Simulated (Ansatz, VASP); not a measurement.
# PtS2 in VASP and in Ansatz

The input INCAR:

```
PREC     = Accurate       # precision mode
ENCUT    = 500            # plane-wave cutoff, eV
EDIFF    = 1E-6           # SCF threshold, eV
ISMEAR   = -1             # smearing method
SIGMA    = 0.02           # smearing width, eV
LREAL    = False          # projectors in reciprocal space
LASPH    = True           # aspherical terms in the spheres
NELM     = 120            # most SCF steps
ALGO     = Normal         # electronic algorithm
ISIF     = 2              # what is computed and relaxed
LWAVE    = False          # write WAVECAR
LCHARG   = False          # write CHGCAR
GGA      = PE             # functional
NBANDS   = 18             # bands
GGA_COMPAT= False
```

File KPOINTS:

```
Automatic mesh
0
Gamma
  12 12 6
```

Contents of POSCAR:

```
PtS2
1.0
    3.5526392528      0.0000000000      0.0000000000
   -1.7763196264      3.0766758434      0.0000000000
    0.0000000000      0.0000000000      5.1227220331
Pt S
1 2
Direct
    0.0000000000      0.0000000000      0.0000000000
    0.6666666667      0.3333333333      0.7607402620
    0.3333333333      0.6666666667      0.2392597380
```

Input for Ansatz:

```yaml
crystal:
  lattice:
    - [3.5526392528, 0.0, 0.0]
    - [-1.7763196264, 3.0766758434, 0.0]
    - [0.0, 0.0, 5.1227220331]
  atoms:
    - { symbol: Pt, position: [0.0, 0.0, 0.0] }
    - { symbol: S, position: [0.6666666667, 0.3333333333, 0.760740262] }
    - { symbol: S, position: [0.3333333333, 0.6666666667, 0.239259738] }
kpoints:
  mp_grid: { grid: [12, 12, 6] }
  band_path:
    path:
      - [[0.0, 0.0, 0.0], [0.5, 4.008812353819e-17, 4.638793634133e-18], [0.3333333333333, 0.3333333333333, 6.185058178786e-18], [0.0, 0.0, 0.0], [6.974607762834e-35, -7.624900880929e-35, 0.5], [0.5, 4.067464088445e-17, 0.5], [0.3333333333333, 0.3333333333333, 0.5], [6.974607762834e-35, -7.624900880929e-35, 0.5]]
      - [[0.5, 4.067464088445e-17, 0.5], [0.5, 4.008812353819e-17, 4.638793634133e-18]]
      - [[0.3333333333333, 0.3333333333333, 0.5], [0.3333333333333, 0.3333333333333, 6.185058178786e-18]]
    npoints: 10
hamiltonian:
  xc: pbe
scf:
  occupations: { method: fermi_dirac, width: 0.02 }
  n_extra_bands: 4
output:
  forces: true
  stress: true
  eigenvalues: true
```

Alike in both runs: task single point; functional PBE; k mesh 12 × 12 × 6; occupations fermi-dirac, width 0.02 eV; no spin polarisation.

|  | VASP | Ansatz |
| --- | --- | --- |
| version | VASP 6.6.1 | Ansatz 0.2.0 |
| potentials or method | VASP PAW PBE potentials, release 64 (Pt, S) | plane waves, PAW |
| plane-wave cutoff (eV) | 500 | 420 |
| valence electrons in the cell | 22 | 30 |

```tsv
	VASP	Ansatz	Ansatz less VASP
pressure (GPa)	3.2	3.6	+0.46
traceless stress, the component that is largest in VASP (GPa)	-0.88	-1.02	-0.138
rms of the force components (eV/Å)	0.012	0.031	+0.0188
```

Atom by atom the forces differ by 0.019 eV/Å (rms over components). With one functional, cell and mesh, what is left measures potentials, basis and numerics. VASP's potentials hold 22 valence electrons a cell and Ansatz's 30, so a difference there can come from the potentials and not from the codes.

Neither program's run includes spin-orbit coupling.
